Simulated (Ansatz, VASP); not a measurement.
## One calculation of C, two programs

INCAR

```
  PREC = Accurate
  ENCUT = 520
  EDIFF = 1E-6
  ISMEAR = -1
  SIGMA = 0.02
  LREAL = False
  LASPH = True
  NELM = 100
  ALGO = Normal
  ISIF = 2
  LWAVE = False
  LCHARG = False
  GGA = PS
  NBANDS = 21
```

The input KPOINTS:

```
regular mesh
0
Gamma
  12 12 4
```

POSCAR

```
C
1.0
    0.0000000000      1.7769057192     -1.7769057192
   -1.7769057192      0.0000000000      1.7769057192
    3.5538114383      3.5538114383      3.5538114383
C
6
Direct
    0.3333333330      0.6666666670      0.2083333330
    0.6666666670      0.3333333330      0.5416666670
    0.0000000000      0.0000000000      0.8750000000
    0.0000000000      0.0000000000      0.1250000000
    0.3333333330      0.6666666670      0.4583333330
    0.6666666670      0.3333333330      0.7916666670
```

Input for Ansatz:

```yaml
crystal:
  lattice:
    - [0.0, 1.7769057192, -1.7769057192]
    - [-1.7769057192, 0.0, 1.7769057192]
    - [3.5538114383, 3.5538114383, 3.5538114383]
  atoms:
    - { symbol: C, position: [0.333333333, 0.666666667, 0.208333333] }
    - { symbol: C, position: [0.666666667, 0.333333333, 0.541666667] }
    - { symbol: C, position: [0.0, 0.0, 0.875] }
    - { symbol: C, position: [0.0, 0.0, 0.125] }
    - { symbol: C, position: [0.333333333, 0.666666667, 0.458333333] }
    - { symbol: C, position: [0.666666667, 0.333333333, 0.791666667] }
kpoints:
  mp_grid: { grid: [12, 12, 4] }
scf:
  occupations: { method: fermi_dirac, width: 0.02 }
hamiltonian:
  xc: pbesol
  pseudopotentials: { kind: all_electron, lapw: { basis_error: 0.001 } }
output:
  forces: true
  stress: true
  eigenvalues: true
```

Alike in both runs: task single point; functional PBEsol; k mesh 12 × 12 × 4; occupations fermi-dirac, width 0.02 eV; no spin polarisation.

```csv
,VASP,Ansatz
version,VASP 6.6.1,Ansatz 0.2.0
potentials or method,"VASP PAW PBE potentials, release 64 (C), cutoff 520 eV","all-electron LAPW, scalar-relativistic"
```

|  | VASP | Ansatz | Ansatz less VASP |
| --- | --- | --- | --- |
| gap on the k mesh at the Fermi level (eV) | 4.10 | 4.11 | +0.006 |
| pressure (GPa) | 1.1 | 0.0 | -1.07 |

VASP's potentials were made for PBE, not for PBEsol. Ansatz ran all-electron here, and VASP with PAW potentials.
